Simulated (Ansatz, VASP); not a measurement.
Two plane-wave programs on Zn

Contents of INCAR:

```
ALGO = Normal ; EDIFF = 1E-6
EDIFFG = -0.01 ; ENCUT = 600
GGA = PE ; IBRION = 2
ISIF = 3 ; ISMEAR = -1
IVDW = 12 ; LASPH = True
LCHARG = False ; LREAL = False
LWAVE = False ; NELM = 80
NSW = 60 ; PREC = Accurate
SIGMA = 0.05
```

Contents of KPOINTS:

```
k-points
0
Gamma
  12 12 12
```

File POSCAR:

```
Zn
1.0
    0.0000000000      1.9647760000      1.9647760000
    1.9647760000      0.0000000000      1.9647760000
    1.9647760000      1.9647760000      0.0000000000
Zn
1
Direct
    0.0000000000      0.0000000000      0.0000000000
```

File input.yaml:

```yaml
crystal:
  lattice:
    - [0.0, 1.964776, 1.964776]
    - [1.964776, 0.0, 1.964776]
    - [1.964776, 1.964776, 0.0]
  atoms:
    - { symbol: Zn, position: [0.0, 0.0, 0.0] }
hamiltonian:
  xc: pbe
  pseudopotentials: { kind: paw }
  dispersion: d3bj
kpoints:
  mp_grid: { grid: [12, 12, 12] }
scf:
  occupations: { method: fermi_dirac, width: 0.05 }
output:
  forces: true
  stress: true
  eigenvalues: true
relax:
  f_tol: 0.01
  max_steps: 40
  cell: { stress_tol: 0.05 }
```

Alike in both runs: task relaxation of cell and atoms; functional PBE; dispersion D3(BJ); k mesh 12 × 12 × 12; occupations fermi-dirac, width 0.05 eV; no spin polarisation.

```csv
,VASP,Ansatz
version,VASP 6.6.1,Ansatz 0.2.0
potentials or method,"VASP PAW PBE potentials, release 64 (Zn)",Ansatz PAW
plane-wave cutoff (eV),600,420
valence electrons in the cell,12,12
```

VASP gave:

```
gap on the k mesh at the Fermi level, each at its own relaxed structure (eV) : none
relaxed volume (Å³/atom)                                                     : 14.26
relaxed cell length with the largest relative difference (Å)                 : 2.722
```

Q: What did Ansatz give for the same quantities?

A: gap on the k mesh at the Fermi level, each at its own relaxed structure (eV): none; relaxed volume (Å³/atom): 14.21; relaxed cell length with the largest relative difference (Å): 2.719.

A gap of «none» marks a metal or a gap that the smearing closes.

Noted on Ansatz's run: the plane-wave basis is chosen anew once the cell has moved, so the energies of steps on either side of that aren't comparable.
